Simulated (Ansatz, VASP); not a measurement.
**SnSe2 in VASP and in Ansatz**

The input INCAR:

```
SYSTEM = SnSe2
  PREC = Accurate
  ENCUT = 500
  EDIFF = 1E-7
  ISMEAR = 0
  SIGMA = 0.02
  LREAL = .False.
  LASPH = .True.
  NELM = 120
  ALGO = Normal
  ISIF = 3
  LWAVE = .False.
  LCHARG = .False.
  GGA = PE
  IVDW = 12
  IBRION = 2
  NSW = 100
  EDIFFG = -0.005
  GGA_COMPAT = .False.
  NELMIN = 4
```

KPOINTS

```
Automatic mesh
0
Gamma
  12 12 6
  0 0 0
```

File POSCAR:

```
SnSe2
1.0
    3.8400433021      0.0000000000      0.0000000000
   -1.9200216511      3.3255750513      0.0000000000
    0.0000000000      0.0000000000      6.0099097605
Sn Se
1 2
Direct
    0.0000000000      0.0000000000      0.0000000000
    0.3333333333      0.6666666667      0.2651331237
    0.6666666667      0.3333333333      0.7348668763
```

Input for Ansatz:

```yaml
crystal:
  lattice:
    - [3.8400433021, 0.0, 0.0]
    - [-1.9200216511, 3.3255750513, 0.0]
    - [0.0, 0.0, 6.0099097605]
  atoms:
    - { symbol: Sn, position: [0.0, 0.0, 0.0] }
    - { symbol: Se, position: [0.3333333333, 0.6666666667, 0.2651331237] }
    - { symbol: Se, position: [0.6666666667, 0.3333333333, 0.7348668763] }
basis:
  ecutwfc: 420
kpoints:
  mp_grid: { grid: [12, 12, 6] }
hamiltonian:
  xc: pbe
  dispersion: d3bj
scf:
  occupations: { method: gaussian, width: 0.02 }
output:
  forces: true
  stress: true
  eigenvalues: true
relax:
  adjacent_minimum: "off"
  f_tol: 0.005
  max_steps: 80
  cell: { stress_tol: 0.05 }
```

Alike in both runs: task relaxation of cell and atoms; functional PBE; dispersion D3(BJ); k mesh 12 × 12 × 6; occupations gaussian, width 0.02 eV; no spin polarisation.

```csv
,VASP,Ansatz
version,VASP 6.6.1,Ansatz 0.2.0
potentials or method,"VASP PAW PBE potentials, release 64 (Sn_d, Se), cutoff 500 eV","scalar-relativistic, plane waves, PAW"
valence electrons in the cell,26,46
```

Ansatz gave:

```
gap on the k mesh at the Fermi level, each at its own relaxed structure (eV) : 0.35
relaxed volume (Å³/atom)                                                     : 25.58
relaxed cell length with the largest relative difference (Å)                 : 6.010
```

Question: Estimate VASP's values.

Answer: gap on the k mesh at the Fermi level, each at its own relaxed structure (eV): 0.34; relaxed volume (Å³/atom): 25.60; relaxed cell length with the largest relative difference (Å): 6.012.

VASP's potentials hold 26 valence electrons a cell and Ansatz's 46, so a difference there can come from the potentials and not from the codes.
